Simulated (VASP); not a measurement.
ZrS: single point with LDA

The system is ZrS.

```
CELL_PARAMETERS angstrom
0.00000 2.56714 2.56714
2.68703 0.00000 2.56714
2.68703 2.56714 0.00000
ATOMIC_POSITIONS crystal
Zr 0.00000 0.00000 0.00000
S 0.50000 0.50000 0.50000
```

```
Program             : VASP 6.6.1
Task                : single point
Functional          : LDA
Potentials or basis : VASP PAW LDA potentials, release 64 (Zr_sv, S)
Cutoff              : 520 eV
k mesh              : 16 × 16 × 16
Occupations         : gaussian, width 0.15 eV
Spin                : no spin polarisation
```

```
Pressure               : -5.5 GPa
Band gap on the k mesh : zero (bands 9 and 10 overlap by 2.80 eV)
```

Stress tensor (GPa, compression positive):
```
-12.59   0.00   0.00
  0.00  -1.97   0.00
  0.00   0.00  -1.97
```

Levels at points of the mesh, in eV from the Fermi level:
```csv
k point,band 5,band 6,band 7,band 8,band 9,band 10,band 11,band 12,band 13,band 14
"(0.00, 0.00, 0.00)",-15.82,-3.55,-3.43,-3.43,-1.71,-1.23,-1.23,-0.89,-0.62,2.14
"(0.50, 0.00, 0.00)",-14.17,-8.07,-6.04,-6.00,1.44,1.60,1.88,1.96,5.35,5.67
"(0.50, 0.50, 0.00)",-14.95,-6.11,-4.48,-4.46,-3.50,0.56,2.23,2.59,2.90,3.49
"(0.00, 0.50, 0.50)",-15.00,-6.39,-4.27,-4.27,-3.55,0.38,2.44,2.44,2.91,3.43
```

Run time: 89 s on 1 thread of Intel(R) Xeon(R) Platinum 8488C (Sapphire Rapids), on a shared host, peak memory 0.29 GiB.

Caveat: the stress differs along the axes, from -13 to -2 GPa.
